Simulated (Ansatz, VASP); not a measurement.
SnGe2: VASP beside Ansatz

```
Sn Ge
1.0
     0.00000    3.09064    3.09064
     3.09064    0.00000    3.09064
     3.09064    3.09064    0.00000
Sn Ge
1 2
Direct
  0.00000 0.00000 0.00000
  0.75000 0.75000 0.75000
  0.25000 0.25000 0.25000
```

Alike in both runs: task relaxation of cell and atoms; functional PBE; k mesh 6 × 6 × 6; occupations gaussian, width 0.1 eV; no spin polarisation.

|  | VASP | Ansatz |
| --- | --- | --- |
| version | VASP 6.6.1 | Ansatz 0.2.0 |
| potentials or method | VASP PAW PBE potentials, release 64 (Sn_d, Ge_d), cutoff 600 eV | scalar-relativistic, plane waves, PAW |
| valence electrons in the cell | 42 | 42 |

Ansatz gave:

```
gap on the k mesh at the Fermi level, each at its own relaxed structure (eV) : none
relaxed volume (Å³/atom)                                                     : 26.07
relaxed cell length with the largest relative difference (Å)                 : 4.800
```

Problem. What did VASP give for the same quantities?

Solution. gap on the k mesh at the Fermi level, each at its own relaxed structure (eV): none; relaxed volume (Å³/atom): 25.99; relaxed cell length with the largest relative difference (Å): 4.795.

A gap of «none» marks a metal or a gap that the smearing closes.

Noted on VASP's run: the volume moved by over 15 % at a fixed basis, so the end points are rough.
